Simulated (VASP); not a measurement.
# Al (Fm-3m) in VASP: elastic constants with PBE

Aim: the elastic constants of Al with PBE.

Everything below comes from runs of VASP 6.6.1. Logs are shortened: lines on timing, memory, paths and dates and some standing lists are left out, and cuts for length are marked.

## 1. The cell of the first run

The structure is cubic, space group Fm-3m (No. 225). The conventional cell has a = 4.042 Å, b = 4.042 Å, c = 4.042 Å, α = 90.00°, β = 90.00°, γ = 90.00°. Within 3.8 Å of Al (site symmetry m-3m) lie 12 Al at 2.86 Å.

## 2. Elastic constants, PBE

Contents of INCAR:

```
PREC = Accurate ; ENCUT = 600
EDIFF = 1E-8 ; ISMEAR = 1
SIGMA = 0.4 ; LREAL = F
LASPH = T ; NELM = 80
ALGO = Normal ; ISIF = 3
LWAVE = F ; LCHARG = T
GGA = PE ; NBANDS = 8
IBRION = 6 ; NFREE = 2
POTIM = 0.015 ; NSW = 1
```

Contents of KPOINTS:

```
Automatic mesh
0
Gamma
  12 12 12
```

Contents of POSCAR:

```
Al
1.0
    0.0000000000      2.0210454905      2.0210454905
    2.0210454905      0.0000000000      2.0210454905
    2.0210454905      2.0210454905      0.0000000000
Al
1
Direct
    0.0000000000      0.0000000000      0.0000000000
```

Potentials or basis: VASP PAW PBE potentials, release 64 (Al).

Started as:

```bash
> cat potpaw_PBE.64/Al/POTCAR > POTCAR
> mpirun -np 1 vasp_std > vasp.out
```

OUTCAR:

```text
PREC = Accurate
   ENCUT = 600
   EDIFF = 1E-8
   ISMEAR = 1
   LREAL = F
   LASPH = T
   NELM = 80
   ISIF = 3
   GGA = PE
   IBRION = 6
   NFREE = 2
   POTIM = 0.015
   NSW = 1

 ion  position               nearest neighbor table
   1  0.000  0.000  0.000-

  LATTYP: Found a face centered cubic cell.
 ALAT       =     4.0420909810

  Lattice vectors:

 A1 = (   0.0000000000,   2.0210454905,   2.0210454905)
 A2 = (   2.0210454905,   0.0000000000,   2.0210454905)
 A3 = (   2.0210454905,   2.0210454905,   0.0000000000)

Analysis of symmetry for initial positions (statically):
=====================================================================
 Subroutine PRICEL returns:
 Original cell was already a primitive cell.

 Routine SETGRP: Setting up the symmetry group for a
 face centered cubic supercell.

 Subroutine GETGRP returns: Found 48 space group operations
 (whereof 48 operations were pure point group operations)
 out of a pool of 48 trial point group operations.

The static configuration has the point symmetry O_h .

Analysis of symmetry for dynamics (positions and initial velocities):
=====================================================================
 Subroutine PRICEL returns:
 Original cell was already a primitive cell.

 Routine SETGRP: Setting up the symmetry group for a
 face centered cubic supercell.

 Subroutine GETGRP returns: Found 48 space group operations
 (whereof 48 operations were pure point group operations)
 out of a pool of 48 trial point group operations.

The dynamic configuration has the point symmetry O_h .

 Subroutine INISYM returns: Found 48 space group operations
 (whereof 48 operations are pure point group operations),
 and found     1 'primitive' translations

----------------------------------------------------------------------------------------

                                     Primitive cell

  volume of cell :      16.5104

  direct lattice vectors                    reciprocal lattice vectors
     0.000000000  2.021045491  2.021045491    -0.247396707  0.247396707  0.247396707
     2.021045491  0.000000000  2.021045491     0.247396707 -0.247396707  0.247396707
     2.021045491  2.021045491  0.000000000     0.247396707  0.247396707 -0.247396707

  length of vectors
     2.858189943  2.858189943  2.858189943     0.428503667  0.428503667  0.428503667

  position of ions in fractional coordinates (direct lattice)
     0.000000000  0.000000000  0.000000000

  ion indices of the primitive-cell ions
   primitive index   ion index
                 1           1

----------------------------------------------------------------------------------------

 KPOINTS: Automatic mesh

Automatic generation of k-mesh.
 Grid dimensions read from file:
 generate k-points for:   12   12   12

 Generating k-lattice:

  Cartesian coordinates                     Fractional coordinates (reciprocal lattice)
    -0.020616392  0.020616392  0.020616392     0.083333333  0.000000000  0.000000000
     0.020616392 -0.020616392  0.020616392     0.000000000  0.083333333  0.000000000
     0.020616392  0.020616392 -0.020616392     0.000000000  0.000000000  0.083333333

  Length of vectors
     0.035708639  0.035708639  0.035708639

  Shift w.r.t. Gamma in fractional coordinates (k-lattice)
     0.000000000  0.000000000  0.000000000

 Subroutine IBZKPT returns following result:
 ===========================================

 Found     72 irreducible k-points:

 Following reciprocal coordinates:
            Coordinates               Weight
  0.000000  0.000000  0.000000      1.000000
  0.083333  0.000000  0.000000      8.000000
  0.166667  0.000000  0.000000      8.000000
  0.250000  0.000000  0.000000      8.000000
  0.333333  0.000000  0.000000      8.000000
  0.416667  0.000000  0.000000      8.000000
[... 16 lines left out ...]
  0.500000  0.166667  0.000000     24.000000
 -0.416667  0.166667  0.000000     24.000000
 [... further k-points ...]
[... 16 lines left out ...]
   ENCUT  =  600.0 eV  44.10 Ry    6.64 a.u.   5.71  5.71  5.71*2*pi/ulx,y,z
   NELM   =     80;   NELMIN=  2; NELMDL= -5     # of ELM steps
   EDIFF  = 0.1E-07   stopping-criterion for ELM
   LREAL  =      F    real-space projection
   EDIFFG = 0.1E-06   stopping-criterion for IOM
   NSW    =     49    number of steps for IOM
   IBRION =      6    ionic relax: 0-MD 1-quasi-New 2-CG
   NFREE  =      2    steps in history (QN), initial steepest desc. (CG)
   ISIF   =      3    stress and relaxation
   ISYM   =      2    0-nonsym 1-usesym 2-fastsym
   POTIM  = 0.0150    time-step for ionic-motion
   TEBEG  =    0.0;   TEEND  =   0.0 temperature during run
   PSTRESS=    0.0 pullay stress
   NELECT =       3.0000    total number of electrons
   NUPDOWN=      -1.0000    fix difference up-down
   EMIN   =  10.00;   EMAX   =-10.00  energy-range for DOS
   EFERMI =   0.00;   METHOD = LEGACY
   ISMEAR =     1;   SIGMA  =   0.40  broadening in eV -4-tet -1-fermi 0-gaus
   EFERMI_NEDOS =   21; number of points for ismear=-14 and -15
   IALGO  =     38    algorithm
   IMIX   =      4    mixing-type and parameters
     AMIX     =   0.40;   BMIX     =  1.00
     AMIX_MAG =   1.60;   BMIX_MAG =  1.00
  volume/ion in A,a.u.               =      16.51       111.42
  Fermi-wavevector in a.u.,A,eV,Ry     =   0.927248  1.752244 11.698133  0.859789
  Thomas-Fermi vector in A             =   2.053297
   LORBIT       =      0    0 simple, 1 ext, 2 COOP (PROOUT), +10 PAW based schemes
   GGA     = PE    functional components
   LHFCALC =     F    Hartree Fock is set to
   AEXX    =    0.0000 exact exchange contribution
   IVDW    =     0    specifies the selected vdW correction
   LEPSILON=     F    determine dielectric tensor
   LRPA    =     F    only Hartree local field effects (RPA)
 finite differences with symmetry
 non-spin polarized calculation
 Methfessel and Paxton  Order N= 1 SIGMA  =   0.40
  energy-cutoff  :      600.00
  volume of cell :       16.51
 maximum number of plane-waves:       568
   NGX = 11   NGY = 11   NGZ = 11

--------------------------------------- Ionic step        1  -------------------------------------------

 number of electron       3.0000000 magnetization

 Free energy of the ion-electron system (eV)
  ---------------------------------------------------
  ext. energy  EPLUGINS =         0.00000000
  ---------------------------------------------------
  free energy    TOTEN  =        -3.75400067 eV

  energy without entropy =       -3.75258570  energy(sigma->0) =       -3.75352901

------------------------ aborting loop because EDIFF is reached ----------------------------------------

  FORCE on cell =-STRESS in cart. coord.  units (eV):
  Direction    XX          YY          ZZ          XY          YZ          ZX
  --------------------------------------------------------------------------------------
  -------------------------------------------------------------------------------------
  Total       -0.0043836     -0.0043836     -0.0043836      0.0000000      0.0000000      0.0000000
  in kB       -0.4253814     -0.4253814     -0.4253814      0.0000000      0.0000000      0.0000000
  external PRESSURE =      -0.4253814 kB  Pullay stress =       0.0000000 kB
[... 86 lines left out ...]
  FREE ENERGIE OF THE ION-ELECTRON SYSTEM (eV)
  ---------------------------------------------------
  free  energy   TOTEN  =        -3.7528034622 eV

  energy  without entropy=       -3.7516464330  energy(sigma->0) =       -3.75241779

[... ionic steps 4 to 12 ...]

--------------------------------------- Ionic step       13  -------------------------------------------

 number of electron       3.0000000 magnetization

------------------------ aborting loop because EDIFF is reached ----------------------------------------
[... 65 lines left out ...]
--------------------------------------- Ionic step       15  -------------------------------------------

 number of electron       3.0000000 magnetization

 Free energy of the ion-electron system (eV)
  ---------------------------------------------------
  ext. energy  EPLUGINS =         0.00000000
  ---------------------------------------------------
  free energy    TOTEN  =        -3.75400068 eV

  energy without entropy =       -3.75258570  energy(sigma->0) =       -3.75352902

 E-fermi :   7.8867     XC(G=0): -10.1941

 val. band max:        7.7557277307   @ k =   0.5000   0.2500   0.0833
 cond. band min:       7.9375004572   @ k =  -0.4167   0.4167   0.0833
 fundamental gap:      0.1817727265
 Fermi energy:         7.8867252128

 k-point     1 :       0.0000    0.0000    0.0000
  band No.  band energies     occupation
      1      -3.1364      2.00000
      2      20.6094      0.00000
      3      20.6094      0.00000
      4      20.6094      0.00000
      5      22.0968      0.00000
      6      22.0968      0.00000
      7      22.0968      0.00000
      8      24.4549      0.00000
[... 243 lines left out ...]
 k-point    24 :      -0.4167    0.1667    0.0000
  band No.  band energies     occupation
      1       3.4363      2.00000
      2       4.8884      2.00000
      3      13.4779     -0.00000
      4      16.7687      0.00000
      5      18.6215      0.00000
      6      23.2802      0.00000
      7      25.9871      0.00000
      8      28.9654      0.00000

 [... further k-points ...]
[... 5 lines left out ...]
  --------------------------------------------------------------------------------------
  -------------------------------------------------------------------------------------
  Total       -0.0043835     -0.0043835     -0.0043835     -0.0000000     -0.0000000     -0.0000000
  in kB       -0.4253798     -0.4253798     -0.4253798     -0.0000000     -0.0000000     -0.0000000
  external PRESSURE =      -0.4253798 kB  Pullay stress =       0.0000000 kB
[... 16 lines left out ...]
  FREE ENERGIE OF THE ION-ELECTRON SYSTEM (eV)
  ---------------------------------------------------
  free  energy   TOTEN  =        -3.7540006760 eV

  energy  without entropy=       -3.7525857047  energy(sigma->0) =       -3.75352902

 INTERNAL STRAIN TENSORS FROM STRAINED CELLS
 ============================================

 INTERNAL STRAIN TENSOR FOR ION    1 for displacements in x,y,z  (eV/Angst):
          X           Y           Z          XY          YZ          ZX
  --------------------------------------------------------------------------------
  x     0.00000     0.00000    -0.00000     0.00000     0.00000    -0.00000
  y    -0.00000    -0.00000    -0.00000    -0.00000     0.00000    -0.00000
  z    -0.00000     0.00000    -0.00000     0.00000     0.00000    -0.00000

 INTERNAL STRAIN TENSORS FROM DISPLACED ATOMS
 ============================================

 INTERNAL STRAIN TENSOR FOR ION    1 for displacements in x,y,z  (eV/Angst):
          X           Y           Z          XY          YZ          ZX
  --------------------------------------------------------------------------------
  x     0.00000     0.00000     0.00000     0.00000     0.00000     0.00000
  y     0.00000     0.00000     0.00000     0.00000     0.00000     0.00000
  z     0.00000     0.00000     0.00000     0.00000     0.00000     0.00000

 Eigenvectors and eigenvalues of the dynamical matrix
 ----------------------------------------------------

   1 f  =    0.000000 THz     0.000000 2PiTHz    0.000000 cm-1     0.000000 meV
             X         Y         Z           dx          dy          dz
      0.000000  0.000000  0.000000     0.439553   -0.898217    0.000000

   2 f  =    0.000000 THz     0.000000 2PiTHz    0.000000 cm-1     0.000000 meV
             X         Y         Z           dx          dy          dz
      0.000000  0.000000  0.000000    -0.898217   -0.439553    0.000000

   3 f  =    0.000000 THz     0.000000 2PiTHz    0.000000 cm-1     0.000000 meV
             X         Y         Z           dx          dy          dz
      0.000000  0.000000  0.000000     0.000000    0.000000    1.000000

--------------------------------------------------------------------------------------------------------

 ELASTIC MODULI CONTR FROM IONIC RELAXATION (kBar)
 Direction    XX          YY          ZZ          XY          YZ          ZX
 --------------------------------------------------------------------------------
 XX           0.0000      0.0000      0.0000      0.0000      0.0000      0.0000
 YY           0.0000      0.0000      0.0000      0.0000      0.0000      0.0000
 ZZ           0.0000      0.0000      0.0000      0.0000      0.0000      0.0000
 XY           0.0000      0.0000      0.0000      0.0000      0.0000      0.0000
 YZ           0.0000      0.0000      0.0000      0.0000      0.0000      0.0000
 ZX           0.0000      0.0000      0.0000      0.0000      0.0000      0.0000
 --------------------------------------------------------------------------------

 TOTAL ELASTIC MODULI (kBar)
 Direction    XX          YY          ZZ          XY          YZ          ZX
 --------------------------------------------------------------------------------
 XX        1142.4923    605.8329    605.8329     -0.0000      0.0000      0.0000
 YY         605.8329   1142.4923    605.8329      0.0000     -0.0000      0.0000
 ZZ         605.8329    605.8329   1142.4923      0.0000      0.0000      0.0000
 XY          -0.0000      0.0000      0.0000    462.6201      0.0000      0.0000
 YZ           0.0000     -0.0000      0.0000      0.0000    462.6201      0.0000
 ZX           0.0000      0.0000      0.0000      0.0000      0.0000    462.6201
 --------------------------------------------------------------------------------
```

Wall time 7.6 min (1 thread of Intel Xeon 6975P-C, shared host); peak memory 0.24 GiB.

What came out:

| Quantity | Value |
| --- | --- |
| Elastic constants C11, C12, C44 | 114, 61, 46 GPa |
| Voigt bulk modulus | 78 GPa |

Elastic tensor in Voigt notation (GPa, in the Cartesian axes of the cell as first typed):
```
114  61  61   0   0   0
 61 114  61   0   0   0
 61  61 114   0   0   0
  0   0   0  46   0   0
  0   0   0   0  46   0
  0   0   0   0   0  46
```

Clamped-ion elastic tensor (GPa):
```
114  61  61   0   0   0
 61 114  61   0   0   0
 61  61 114   0   0   0
  0   0   0  46   0   0
  0   0   0   0  46   0
  0   0   0   0   0  46
```
